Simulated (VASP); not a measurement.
## AlN: single point with PBEsol

Crystal: AlN.

```
Al N
1.0
     3.40050    0.00000    0.00000
    -1.70025    2.94492    0.00000
     0.00000    0.00000    4.26420
Al N
2 2
Cartesian
  0.0000 1.9633 3.1982
  1.7003 0.9816 1.0660
  0.0000 1.9633 1.0660
  1.7003 0.9816 3.1982
```

```json
{
 "Program": "VASP 6.6.1",
 "Task": "single point",
 "Functional": "PBEsol",
 "Potentials or basis": "VASP PAW PBE potentials, release 64 (Al, N)",
 "Cutoff": "520 eV",
 "k mesh": "9 × 9 × 6",
 "Occupations": "gaussian, width 0.05 eV",
 "Spin": "no spin polarisation"
}
```

```
Pressure               : -16.1 GPa
Band gap on the k mesh : 2.69 eV
```

Stress tensor (GPa, compression positive):
```
-17.00   0.00   0.00
  0.00 -17.00   0.00
  0.00   0.00 -14.33
```

Levels at points of the mesh, in eV from the valence-band top:
```csv
k point,band 5,band 6,band 7,band 8,band 9,band 10,band 11,band 12
"(0.00, 0.00, 0.00)",-3.07,-1.44,-1.44,0.00,2.69,3.78,7.76,7.76
"(0.00, 0.00, 0.50)",-2.29,-2.29,-2.29,-2.29,5.16,5.16,7.97,7.97
```

It took 54 s on 1 thread of Intel Xeon 8259CL (shared host), peak memory 0.17 GiB.

Caveat: the cell stands under tension; the PAW data sets were made with another functional, which shifts forces and pressure a little.
